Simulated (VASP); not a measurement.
# W (P4_2/mmc) in VASP: single point with PBEsol

Aim: the single point of W with PBEsol.

All numbers are computed with VASP 6.6.1; they aren't measurements. Logs are shortened: lines on timing, memory, paths and dates and some standing lists are left out, and cuts for length are marked.

### 1 The cell of the first run

Symmetry: P4_2/mmc, No. 131, tetragonal system. Conventional cell: a = 5.435 Å, b = 5.435 Å, c = 5.032 Å, α = 90.00°, β = 90.00°, γ = 90.00°. W (site symmetry mmm) has 12 W at 2.86 to 3.04 Å within 3.8 Å. W (site symmetry -4m2) has 14 W at 2.52 to 3.29 Å within 3.3 Å. W (site symmetry m2m) has 14 W at 2.72 to 3.29 Å within 3.6 Å.

### 2 Single point, PBEsol (strain +0.080 along x and y, +0.000 along z)

INCAR

```
  ALGO = Fast
  EDIFF = 1E-6
  ENCUT = 520
  GGA = PS
  ISIF = 2
  ISMEAR = 0
  LASPH = T
  LCHARG = F
  LREAL = F
  LWAVE = F
  NBANDS = 66
  NELM = 80
  PREC = Accurate
  SIGMA = 0.15
```

KPOINTS

```
k-points
0
Gamma
  8 8 8
```

POSCAR

```
W
1.0
    5.4346068880      0.0000000000      0.0000000000
    0.0000000000      5.4346068880      0.0000000000
    0.0000000000      0.0000000000      5.0320434148
W
8
Direct
    0.0000000000      0.0000000000      0.0000000000
    0.5000000000      0.5000000000      0.5000000000
    0.0000000000      0.5000000000      0.2500000000
    0.0000000000      0.5000000000      0.7500000000
    0.2500000000      0.0000000000      0.5000000000
    0.7500000000      0.0000000000      0.5000000000
    0.5000000000      0.7500000000      0.0000000000
    0.5000000000      0.2500000000      0.0000000000
```

Potentials or basis: VASP PAW PBE potentials, release 64 (W_sv).

On the command line:

```
> cat potpaw_PBE.64/W_sv/POTCAR > POTCAR
> mpirun -np 1 vasp_std > vasp.out
```

OUTCAR:

```text
EDIFF = 1E-6
   ENCUT = 520
   GGA = PS
   ISIF = 2
   ISMEAR = 0
   LASPH = T
   LREAL = F
   NELM = 80
   PREC = Accurate

 ion  position               nearest neighbor table
   1  0.000  0.000  0.000-   5 2.86   6 2.86   5 2.86   6 2.86   3 2.99   4 2.99   3 2.99   4 2.99
                             7 3.04   8 3.04   7 3.04   8 3.04
   2  0.500  0.500  0.500-   7 2.86   8 2.86   7 2.86   8 2.86   3 2.99   4 2.99   3 2.99   4 2.99
                             5 3.04   6 3.04   5 3.04   6 3.04
   3  0.000  0.500  0.250-   4 2.52   4 2.52   1 2.99   2 2.99   1 2.99   2 2.99   8 3.29   5 3.29
                             6 3.29   5 3.29   6 3.29   7 3.29   7 3.29   8 3.29
   4  0.000  0.500  0.750-   3 2.52   3 2.52   1 2.99   2 2.99   1 2.99   2 2.99   8 3.29   5 3.29
                             6 3.29   5 3.29   6 3.29   7 3.29   7 3.29   8 3.29
   5  0.250  0.000  0.500-   6 2.72   6 2.72   1 2.86   1 2.86   2 3.04   2 3.04   7 3.17   8 3.17
                             8 3.17   7 3.17   3 3.29   3 3.29   4 3.29   4 3.29
   6  0.750  0.000  0.500-   5 2.72   5 2.72   1 2.86   1 2.86   2 3.04   2 3.04   7 3.17   8 3.17
                             8 3.17   7 3.17   3 3.29   3 3.29   4 3.29   4 3.29
   7  0.500  0.750  0.000-   8 2.72   8 2.72   2 2.86   2 2.86   1 3.04   1 3.04   5 3.17   6 3.17
                             5 3.17   6 3.17   3 3.29   4 3.29   3 3.29   4 3.29
   8  0.500  0.250  0.000-   7 2.72   7 2.72   2 2.86   2 2.86   1 3.04   1 3.04   5 3.17   6 3.17
                             5 3.17   6 3.17   3 3.29   4 3.29   3 3.29   4 3.29

  LATTYP: Found a simple tetragonal cell.
 ALAT       =     5.4346068880
 C/A-ratio  =     0.9259259259

  Lattice vectors:

 A1 = (   5.4346068880,   0.0000000000,   0.0000000000)
 A2 = (   0.0000000000,   5.4346068880,   0.0000000000)
 A3 = (   0.0000000000,   0.0000000000,   5.0320434148)

Analysis of symmetry for initial positions (statically):
=====================================================================
 Subroutine PRICEL returns:
 Original cell was already a primitive cell.

 Routine SETGRP: Setting up the symmetry group for a
 simple tetragonal supercell.

 Subroutine GETGRP returns: Found 16 space group operations
 (whereof  8 operations were pure point group operations)
 out of a pool of 16 trial point group operations.

The static configuration has the point symmetry D_2h.
 The point group associated with its full space group is D_4h.

Analysis of symmetry for dynamics (positions and initial velocities):
=====================================================================
 Subroutine PRICEL returns:
 Original cell was already a primitive cell.

 Routine SETGRP: Setting up the symmetry group for a
 simple tetragonal supercell.

[... 128 lines left out ...]
   NELECT =     112.0000    total number of electrons
   NUPDOWN=      -1.0000    fix difference up-down
   EMIN   =  10.00;   EMAX   =-10.00  energy-range for DOS
   EFERMI =   0.00;   METHOD = LEGACY
   ISMEAR =     0;   SIGMA  =   0.15  broadening in eV -4-tet -1-fermi 0-gaus
   EFERMI_NEDOS =   21; number of points for ismear=-14 and -15
   IALGO  =     68    algorithm
   IMIX   =      4    mixing-type and parameters
     AMIX     =   0.40;   BMIX     =  1.00
     AMIX_MAG =   1.60;   BMIX_MAG =  1.00
  volume/ion in A,a.u.               =      18.58       125.37
  Fermi-wavevector in a.u.,A,eV,Ry     =   1.489775  2.815266 30.197164  2.219429
  Thomas-Fermi vector in A             =   2.602641
   LORBIT       =      0    0 simple, 1 ext, 2 COOP (PROOUT), +10 PAW based schemes
   GGA     = PS    functional components
   LHFCALC =     F    Hartree Fock is set to
   AEXX    =    0.0000 exact exchange contribution
   IVDW    =     0    specifies the selected vdW correction
   LEPSILON=     F    determine dielectric tensor
   LRPA    =     F    only Hartree local field effects (RPA)
 non-spin polarized calculation
 RMM-DIIS sequential band-by-band and
 Gauss-broadening in eV      SIGMA  =   0.15
  energy-cutoff  :      520.00
  volume of cell :      148.62
 maximum number of plane-waves:      4028
   NGX = 21   NGY = 21   NGZ = 19

 number of electron     112.0000000 magnetization

 Free energy of the ion-electron system (eV)
  ---------------------------------------------------
  ext. energy  EPLUGINS =         0.00000000
  ---------------------------------------------------
  free energy    TOTEN  =      -106.56791833 eV

  energy without entropy =     -106.53189708  energy(sigma->0) =     -106.54990770

 E-fermi :   8.9161     XC(G=0): -12.8643

 val. band max:        8.8889934634   @ k =   0.5000   0.3750   0.0000
 cond. band min:       8.9192003755   @ k =   0.5000   0.2500   0.5000
 fundamental gap:      0.0302069121
 Fermi energy:         8.9160623459

 k-point     1 :       0.0000    0.0000    0.0000
  band No.  band energies     occupation
      1     -65.3487      2.00000
      2     -65.2736      2.00000
      3     -65.2547      2.00000
      4     -65.1989      2.00000
      5     -65.1989      2.00000
      6     -65.1871      2.00000
[... 1645 lines left out ...]
     65      11.2716      0.00000
     66      11.3182      0.00000

 [... further k-points ...]

------------------------ aborting loop because EDIFF is reached ----------------------------------------

  FORCE on cell =-STRESS in cart. coord.  units (eV):
  Direction    XX          YY          ZZ          XY          YZ          ZX
  --------------------------------------------------------------------------------------
  -------------------------------------------------------------------------------------
  Total      -37.7396156    -37.7396156    -17.4059991     -0.0000000      0.0000000      0.0000000
  in kB     -406.8435223   -406.8435223   -187.6414974     -0.0000000      0.0000000      0.0000000
  external PRESSURE =    -333.7761807 kB  Pullay stress =       0.0000000 kB

 VOLUME and BASIS-vectors are now :
 -----------------------------------------------------------------------------
  energy-cutoff  :      520.00
  volume of cell :      148.62
      direct lattice vectors                 reciprocal lattice vectors
     5.434606888  0.000000000  0.000000000     0.184005949  0.000000000  0.000000000
     0.000000000  5.434606888  0.000000000     0.000000000  0.184005949  0.000000000
     0.000000000  0.000000000  5.032043415     0.000000000  0.000000000  0.198726425

 POSITION                                       TOTAL-FORCE (eV/Angst)
 -----------------------------------------------------------------------------------
      0.00000      0.00000      0.00000         0.000000      0.000000      0.000000
      2.71730      2.71730      2.51602         0.000000      0.000000      0.000000
      0.00000      2.71730      1.25801        -0.000000      0.000000      0.000000
      0.00000      2.71730      3.77403         0.000000      0.000000      0.000000
      1.35865      0.00000      2.51602        -0.049646     -0.000000      0.000000
      4.07596      0.00000      2.51602         0.049646      0.000000     -0.000000
      2.71730      4.07596      0.00000         0.000000     -0.049646      0.000000
      2.71730      1.35865      0.00000        -0.000000      0.049646      0.000000
 -----------------------------------------------------------------------------------
    total drift:                                0.000000     -0.000000      0.000000

  FREE ENERGIE OF THE ION-ELECTRON SYSTEM (eV)
  ---------------------------------------------------
  free  energy   TOTEN  =      -106.5679183321 eV

  energy  without entropy=     -106.5318970752  energy(sigma->0) =     -106.54990770
```

It took 6.2 min on 1 thread of Intel Xeon 6975P-C (Granite Rapids), shared host; peak memory 0.57 GiB.

What came out:

* Free energy: -106.5679 eV
* Pressure: -33.4 GPa
* Largest force: 0.050 eV/Å
* Band gap on the k mesh: zero (bands 56 and 57 overlap by 0.87 eV)

Forces on the atoms (eV/Å):
```
W    0.000  0.000  0.000
W    0.000  0.000  0.000
W    0.000  0.000  0.000
W    0.000  0.000  0.000
W   -0.050  0.000  0.000
W    0.050  0.000  0.000
W    0.000 -0.050  0.000
W    0.000  0.050  0.000
```

Stress tensor (GPa, compression positive):
```
-40.68   0.00   0.00
  0.00 -40.68   0.00
  0.00   0.00 -18.76
```

Levels at points of the mesh, in eV from the Fermi level:
| k point | band 54 | band 55 | band 56 | band 57 | band 58 | band 59 |
| --- | --- | --- | --- | --- | --- | --- |
| (0.00, 0.00, 0.00) | -0.91 | -0.44 | -0.44 | -0.31 | 1.23 | 1.33 |
| (0.50, 0.00, 0.00) | -0.77 | -0.49 | -0.46 | 0.51 | 0.59 | 0.61 |
| (0.50, 0.50, 0.00) | -0.72 | -0.72 | 0.40 | 0.59 | 0.59 | 0.64 |
| (0.00, 0.00, 0.50) | -1.06 | -0.58 | -0.58 | 0.35 | 0.35 | 0.42 |
| (0.50, 0.00, 0.50) | -0.72 | -0.56 | 0.02 | 0.13 | 0.17 | 0.36 |
| (0.50, 0.50, 0.50) | -1.41 | -1.04 | -1.04 | 0.99 | 0.99 | 1.18 |

Caveat: the cell differs from its parent crystal (strain +0.080 along x and y, +0.000 along z); the stress differs along the axes, from -41 to -19 GPa; the PAW data sets were made with another functional, which shifts forces and pressure a little; spin-orbit coupling is left out, which moves the levels of the heavy elements.

The gap in the log of VASP goes by the Fermi energy; the results here count the filled bands.